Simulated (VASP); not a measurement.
# C19O in VASP: single point with PBEsol

Aim: the single point of C19O with PBEsol.

Everything below comes from runs of VASP 6.6.1. Logs are shortened: lines on timing, memory, paths and dates and some standing lists are left out, and cuts for length are marked.

## (1) The cell of the first run

The cell holds a slab with vacuum, 20 atoms: a = 7.398 Å, b = 7.398 Å, c = 12.000 Å, α = 90.00°, β = 90.00°, γ = 120.00°.

## (2) Single point, PBEsol

INCAR reads:

```
SYSTEM = C19O
PREC = Accurate
ENCUT = 520
EDIFF = 1E-6
ISMEAR = 0
SIGMA = 0.05
LREAL = Auto
LASPH = .TRUE.
NELM = 80
ALGO = Normal
ISIF = 2
LWAVE = .FALSE.
LCHARG = .FALSE.
GGA = PS
NBANDS = 57
```

KPOINTS reads:

```
regular mesh
0
G
  2 2 1
  0 0 0
```

POSCAR reads:

```
C19O
1.0
    7.3980000000      0.0000000000      0.0000000000
   -3.6990000000      6.4068560000      0.0000000000
    0.0000000000      0.0000000000     12.0000000000
C O
19 1
Direct
   -0.0005484361     -0.0021495845      0.0745560338
    0.2192461536      0.1034870963      0.0832844498
   -0.0005615442      0.3332681177      0.0745551056
    0.2192343327      0.4474275540      0.0832771442
    0.0011901391      0.6664325882      0.0750463399
    0.2207732703      0.7762241839      0.0750764490
    0.3312493791     -0.0011195156      0.0799713262
    0.5586081521      0.1125787117      0.0799480876
    0.3209886980      0.3263440367      0.1093926550
    0.5687936890      0.4502461643      0.1097752526
    0.3312501396      0.6640446118      0.0799668169
    0.5586069861      0.7777034699      0.0799440191
    0.6690697386      0.0003721028      0.0749517057
    0.8886712483      0.1101731524      0.0749010936
    0.6706272631      0.3291540252      0.0834387657
    0.8903775520      0.4433346782      0.0746475337
    0.6706383618      0.6731524640      0.0834318622
    0.8903903433      0.7787229042      0.0746474811
    0.4446977989      0.3882244419      0.2131514325
    0.4435600348      0.3878246967      0.3127025459
```

Potentials or basis: VASP PAW PBE potentials, release 64 (C, O).

Command:

```
$ cat potpaw_PBE.64/C/POTCAR potpaw_PBE.64/O/POTCAR > POTCAR
$ mpirun -np 1 vasp_std > vasp.out
```

OUTCAR:

```text
SYSTEM = C19O
   PREC = Accurate
   ENCUT = 520
   EDIFF = 1E-6
   ISMEAR = 0
   LREAL = Auto
   LASPH = .TRUE.
   NELM = 80
   ISIF = 2
   GGA = PS

 ion  position               nearest neighbor table
   1  0.999  0.998  0.075-  18 1.40   2 1.41  14 1.43
   2  0.219  0.103  0.083-   7 1.39   1 1.41   9 1.46
   3  0.999  0.333  0.075-  16 1.40   4 1.41  14 1.43
   4  0.219  0.447  0.083-  11 1.39   3 1.41   9 1.46
   5  0.001  0.666  0.075-   6 1.41  18 1.43  16 1.43
   6  0.221  0.776  0.075-   5 1.41  11 1.43   7 1.43
   7  0.331  0.999  0.080-   2 1.39   6 1.43   8 1.46
   8  0.559  0.113  0.080-  15 1.39  13 1.43   7 1.46
   9  0.321  0.326  0.109-   4 1.46   2 1.46  19 1.48  10 1.59
  10  0.569  0.450  0.110-  17 1.46  15 1.46  19 1.47   9 1.59
  11  0.331  0.664  0.080-   4 1.39   6 1.43  12 1.46
  12  0.559  0.778  0.080-  17 1.39  13 1.43  11 1.46
  13  0.669  0.000  0.075-  14 1.41   8 1.43  12 1.43
  14  0.889  0.110  0.075-  13 1.41   3 1.43   1 1.43
  15  0.671  0.329  0.083-   8 1.39  16 1.41  10 1.46
  16  0.890  0.443  0.075-   3 1.40  15 1.41   5 1.43
  17  0.671  0.673  0.083-  12 1.39  18 1.41  10 1.46
  18  0.890  0.779  0.075-   1 1.40  17 1.41   5 1.43
  19  0.445  0.388  0.213-  20 1.19  10 1.47   9 1.48
  20  0.444  0.388  0.313-  19 1.19

  LATTYP: Found a hexagonal cell.
 ALAT       =     7.3980000000
 C/A-ratio  =     1.6220600162

  Lattice vectors:

 A1 = (   7.3980000000,   0.0000000000,   0.0000000000)
 A2 = (  -3.6990000000,   6.4068560000,   0.0000000000)
 A3 = (   0.0000000000,   0.0000000000,  12.0000000000)

Analysis of symmetry for initial positions (statically):
=====================================================================
 Subroutine PRICEL returns:
 Original cell was already a primitive cell.

 Routine SETGRP: Setting up the symmetry group for a
 hexagonal supercell.

 Subroutine GETGRP returns: Found  1 space group operations
 (whereof  1 operations were pure point group operations)
 out of a pool of 24 trial point group operations.

The static configuration has the point symmetry C_1 .

Analysis of symmetry for dynamics (positions and initial velocities):
=====================================================================
 Subroutine PRICEL returns:
 Original cell was already a primitive cell.

 Routine SETGRP: Setting up the symmetry group for a
 hexagonal supercell.

 Subroutine GETGRP returns: Found  1 space group operations
 (whereof  1 operations were pure point group operations)
 out of a pool of 24 trial point group operations.

The dynamic configuration has the point symmetry C_1 .

 Subroutine INISYM returns: Found  1 space group operations
 (whereof  1 operations are pure point group operations),
 and found     1 'primitive' translations

----------------------------------------------------------------------------------------

                                     Primitive cell

  volume of cell :     568.7750

  direct lattice vectors                    reciprocal lattice vectors
     7.398000000  0.000000000  0.000000000     0.135171668  0.078041398  0.000000000
    -3.699000000  6.406856000  0.000000000     0.000000000  0.156082796  0.000000000
     0.000000000  0.000000000 12.000000000     0.000000000  0.000000000  0.083333333

  length of vectors
     7.398000000  7.398000054 12.000000000     0.156082797  0.156082796  0.083333333

  position of ions in fractional coordinates (direct lattice)
     0.999451564  0.997850415  0.074556034
     0.219246154  0.103487096  0.083284450
     0.999438456  0.333268118  0.074555106
     0.219234333  0.447427554  0.083277144
     0.001190139  0.666432588  0.075046340
     0.220773270  0.776224184  0.075076449
[... 12 lines left out ...]
     0.444697799  0.388224442  0.213151432
     0.443560035  0.387824697  0.312702546

  ion indices of the primitive-cell ions
   primitive index   ion index
                 1           1
                 2           2
                 3           3
                 4           4
                 5           5
                 6           6
[... 12 lines left out ...]
                19          19
                20          20

----------------------------------------------------------------------------------------

 KPOINTS: regular mesh

Automatic generation of k-mesh.
 Grid dimensions read from file:
 generate k-points for:    2    2    1

 Generating k-lattice:

  Cartesian coordinates                     Fractional coordinates (reciprocal lattice)
     0.067585834  0.039020699  0.000000000     0.500000000  0.000000000  0.000000000
     0.000000000  0.078041398  0.000000000     0.000000000  0.500000000  0.000000000
     0.000000000  0.000000000  0.083333333     0.000000000  0.000000000  1.000000000

  Length of vectors
     0.078041399  0.078041398  0.083333333

  Shift w.r.t. Gamma in fractional coordinates (k-lattice)
     0.000000000  0.000000000  0.000000000

 Subroutine IBZKPT returns following result:
 ===========================================

 Found      4 irreducible k-points:

 Following reciprocal coordinates:
            Coordinates               Weight
  0.000000  0.000000  0.000000      1.000000
  0.500000  0.000000  0.000000      1.000000
  0.000000  0.500000  0.000000      1.000000
  0.500000  0.500000  0.000000      1.000000
   k-points           NKPTS =      4   k-points in BZ     NKDIM =      4   number of bands    NBANDS=     57
   number of dos      NEDOS =    301   number of ions     NIONS =     20
   total plane-waves  NPLWV = 282240
   dimension x,y,z NGX =    56 NGY =   56 NGZ =   90
   dimension x,y,z NGXF=   112 NGYF=  112 NGZF=  180
   ions per type =              19   1
   NGX,Y,Z   is equivalent  to a cutoff of  12.58, 12.58, 12.47 a.u.
   NGXF,Y,Z  is equivalent  to a cutoff of  25.17, 25.17, 24.94 a.u.
 SYSTEM =  C19O
   PREC   = accura    normal or accurate (medium, high low for compatibility)
   ISTART =      0    job   : 0-new  1-cont  2-samecut
   ICHARG =      2    charge: 1-file 2-atom 10-const
   ISPIN  =      1    spin polarized calculation?
   LNONCOLLINEAR =      F non collinear calculations
   LSORBIT =      F    spin-orbit coupling
   LASPH  =      T    aspherical Exc in radial PAW
   ENCUT  =  520.0 eV  38.22 Ry    6.18 a.u.  13.76 13.76 22.31*2*pi/ulx,y,z
   NELM   =     80;   NELMIN=  2; NELMDL= -5     # of ELM steps
   EDIFF  = 0.1E-05   stopping-criterion for ELM
   LREAL  =      T    real-space projection
   EDIFFG = 0.1E-04   stopping-criterion for IOM
   NSW    =      0    number of steps for IOM
   IBRION =     -1    ionic relax: 0-MD 1-quasi-New 2-CG
   NFREE  =      0    steps in history (QN), initial steepest desc. (CG)
   ISIF   =      2    stress and relaxation
   ISYM   =      2    0-nonsym 1-usesym 2-fastsym
   POTIM  = 0.5000    time-step for ionic-motion
   TEBEG  =    0.0;   TEEND  =   0.0 temperature during run
   PSTRESS=    0.0 pullay stress
   NELECT =      82.0000    total number of electrons
   NUPDOWN=      -1.0000    fix difference up-down
   EMIN   =  10.00;   EMAX   =-10.00  energy-range for DOS
   EFERMI =   0.00;   METHOD = LEGACY
   ISMEAR =     0;   SIGMA  =   0.05  broadening in eV -4-tet -1-fermi 0-gaus
   EFERMI_NEDOS =   21; number of points for ismear=-14 and -15
   IALGO  =     38    algorithm
   IMIX   =      4    mixing-type and parameters
     AMIX     =   0.40;   BMIX     =  1.00
     AMIX_MAG =   1.60;   BMIX_MAG =  1.00
  volume/ion in A,a.u.               =      28.44       191.91
  Fermi-wavevector in a.u.,A,eV,Ry     =   0.858419  1.622176 10.025902  0.736883
  Thomas-Fermi vector in A             =   1.975621
   LORBIT       =      0    0 simple, 1 ext, 2 COOP (PROOUT), +10 PAW based schemes
   GGA     = PS    functional components
   LHFCALC =     F    Hartree Fock is set to
   AEXX    =    0.0000 exact exchange contribution
   IVDW    =     0    specifies the selected vdW correction
   LEPSILON=     F    determine dielectric tensor
   LRPA    =     F    only Hartree local field effects (RPA)
 non-spin polarized calculation
 Gauss-broadening in eV      SIGMA  =   0.05
  energy-cutoff  :      520.00
  volume of cell :      568.78
 maximum number of plane-waves:     15363
 NGX is ok and might be reduce to    56
   NGX = 27   NGY = 27   NGZ = 45

 number of electron      82.0000001 magnetization

 Free energy of the ion-electron system (eV)
  ---------------------------------------------------
  ext. energy  EPLUGINS =         0.00000000
  ---------------------------------------------------
  free energy    TOTEN  =      -186.08016400 eV

  energy without entropy =     -186.08005590  energy(sigma->0) =     -186.08010995

 E-fermi :  -1.8760     XC(G=0):  -3.9782

 val. band max:       -1.9927890663   @ k =   0.0000   0.0000   0.0000
 cond. band min:      -1.7653535239   @ k =   0.0000   0.0000   0.0000
 fundamental gap:      0.2274355424
 Fermi energy:        -1.8760104585

 k-point     1 :       0.0000    0.0000    0.0000
  band No.  band energies     occupation
      1     -24.7271      2.00000
      2     -21.7904      2.00000
      3     -20.1422      2.00000
      4     -18.9889      2.00000
      5     -18.9723      2.00000
      6     -18.8747      2.00000
[... 45 lines left out ...]
     52       3.6806      0.00000
     53       4.2993      0.00000

 k-point     2 :       0.5000    0.0000    0.0000
  band No.  band energies     occupation
      1     -24.7265      2.00000
      2     -21.4732      2.00000
      3     -20.8211      2.00000
      4     -19.8149      2.00000
      5     -19.5701      2.00000
      6     -17.8952      2.00000
[... 45 lines left out ...]
     52       4.3262      0.00000
     53       4.3833      0.00000

 k-point     3 :       0.0000    0.5000    0.0000
  band No.  band energies     occupation
      1     -24.7266      2.00000
      2     -21.4944      2.00000
      3     -20.7520      2.00000
      4     -19.9341      2.00000
      5     -19.4819      2.00000
      6     -18.0366      2.00000
[... 45 lines left out ...]
     52       3.8035      0.00000
     53       4.3840      0.00000

 k-point     4 :       0.5000    0.5000    0.0000
  band No.  band energies     occupation
      1     -24.7266      2.00000
      2     -21.4944      2.00000
      3     -20.7520      2.00000
      4     -19.9341      2.00000
      5     -19.4819      2.00000
      6     -18.0366      2.00000
[... 45 lines left out ...]
     52       3.8035      0.00000
     53       4.3840      0.00000
 [bands above 53 left out]

------------------------ aborting loop because EDIFF is reached ----------------------------------------

  FORCE on cell =-STRESS in cart. coord.  units (eV):
  Direction    XX          YY          ZZ          XY          YZ          ZX
  --------------------------------------------------------------------------------------
  -------------------------------------------------------------------------------------
  Total        5.0283637      2.8560847      0.6952284      1.8617295     -0.0095018      0.0042925
  in kB       14.1643527      8.0452794      1.9583828      5.2442892     -0.0267656      0.0120915
  external PRESSURE =       8.0560049 kB  Pullay stress =       0.0000000 kB

 VOLUME and BASIS-vectors are now :
 -----------------------------------------------------------------------------
  energy-cutoff  :      520.00
  volume of cell :      568.78
      direct lattice vectors                 reciprocal lattice vectors
     7.398000000  0.000000000  0.000000000     0.135171668  0.078041398  0.000000000
    -3.699000000  6.406856000  0.000000000     0.000000000  0.156082796  0.000000000
     0.000000000  0.000000000 12.000000000     0.000000000  0.000000000  0.083333333

 POSITION                                       TOTAL-FORCE (eV/Angst)
 -----------------------------------------------------------------------------------
      3.70289      6.39308      0.89467        -0.003935      0.006423     -0.011666
      1.23918      0.66303      0.99941        -0.005633      0.012842     -0.005380
      6.16109      2.13520      0.89466         0.002041     -0.007420     -0.005552
     -0.03314      2.86660      0.99933         0.001763      0.000064     -0.005296
     -2.45633      4.26974      0.90056        -0.001415     -0.003669     -0.002848
     -1.23797      4.97316      0.90092         0.010825     -0.000686     -0.005596
[... 12 lines left out ...]
      1.85383      2.48730      2.55782        -0.017613     -0.007110     -0.563925
      1.84689      2.48474      3.75243         0.006388      0.006059      0.644457
 -----------------------------------------------------------------------------------
    total drift:                                0.006497      0.001978     -0.024036

  FREE ENERGIE OF THE ION-ELECTRON SYSTEM (eV)
  ---------------------------------------------------
  free  energy   TOTEN  =      -186.0801639960 eV

  energy  without entropy=     -186.0800559021  energy(sigma->0) =     -186.08010995
```

Run time: 7.8 min. Hardware: 1 thread of Oxide Virtual Turin-like, shared host; peak memory 0.54 GiB.

What came out:

| Item | Value |
| --- | --- |
| Free energy | -186.0802 eV |
| Largest force | 0.645 eV/Å |
| Band gap on the k mesh | 0.23 eV |

Forces on the atoms (eV/Å):
```
C   -0.004  0.006 -0.012
C   -0.006  0.013 -0.005
C    0.002 -0.007 -0.006
C    0.002  0.000 -0.005
C   -0.001 -0.004 -0.003
C    0.011 -0.001 -0.006
C    0.007  0.001  0.001
C    0.003 -0.010  0.004
C    0.005 -0.006 -0.002
C    0.016  0.007 -0.014
C   -0.002  0.001  0.001
C   -0.007  0.002  0.000
C   -0.006 -0.008 -0.006
C    0.010 -0.001 -0.002
C   -0.019  0.009 -0.004
C   -0.003  0.014 -0.012
C   -0.001 -0.013 -0.004
C    0.004 -0.001 -0.006
C   -0.018 -0.007 -0.564
O    0.006  0.006  0.644
```

Caveat: the k points lie up to 0.49 Å⁻¹ apart; there is no dipole correction, which matters where the two faces differ; semilocal functionals underestimate gaps, and a narrow one can read as zero; the PAW data sets were made with another functional, which shifts forces and pressure a little.
